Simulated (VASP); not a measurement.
A run of VASP 6.6.1 is set up as follows.

INCAR

```
SYSTEM = BaTiO3
PREC     = Accurate       ! precision mode
ENCUT    = 520            ! plane-wave cutoff, eV
EDIFF    = 1E-7           ! SCF threshold, eV
ISMEAR   = -1             ! smearing method
SIGMA    = 0.02           ! smearing width, eV
LREAL    = .False.        ! projectors in reciprocal space
LASPH    = .True.         ! aspherical terms in the spheres
NELM     = 100            ! most SCF steps
ALGO     = Normal         ! electronic algorithm
ISIF     = 2              ! what is computed and relaxed
LWAVE    = .False.        ! write WAVECAR
LCHARG   = .False.        ! write CHGCAR
NBANDS   = 28             ! bands
```

KPOINTS

```
Automatic mesh
0
Gamma
  6 6 6
  0 0 0
```

File POSCAR:

```
BaTiO3
1.0
    4.0060000000      0.0000000000      0.0000000000
    0.0000000000      4.0060000000      0.0000000000
    0.0000000000      0.0000000000      4.1061500000
Ba Ti O
1 1 3
Direct
    0.5000000000      0.5000000000      0.5000000000
    0.0000000000      0.0000000000      0.0000000000
    0.5000000000      0.0000000000      0.0000000000
    0.0000000000      0.5000000000      0.0000000000
    0.0000000000      0.0000000000      0.5000000000
```

Potentials or basis: VASP PAW LDA potentials, release 64 (Ba_sv, Ti_sv, O).

Run with:

```console
$ cat potpaw_LDA.64/Ba_sv/POTCAR potpaw_LDA.64/Ti_sv/POTCAR potpaw_LDA.64/O/POTCAR > POTCAR
$ mpirun -np 1 vasp_std > vasp.out
```

**Question.** Estimate the pressure.

**Answer.** -10.9 GPa.

**Question.** What does it give for the band gap on the k mesh?

**Answer.** 1.56 eV (least direct gap 1.75 eV).

Stress tensor (GPa, compression positive):
```
 -9.57   0.00   0.00
  0.00  -9.57   0.00
  0.00   0.00 -13.47
```

Caveat: the cell stands under tension; spin-orbit coupling is left out, which moves the levels of the heavy elements. A k mesh can miss the band edges.
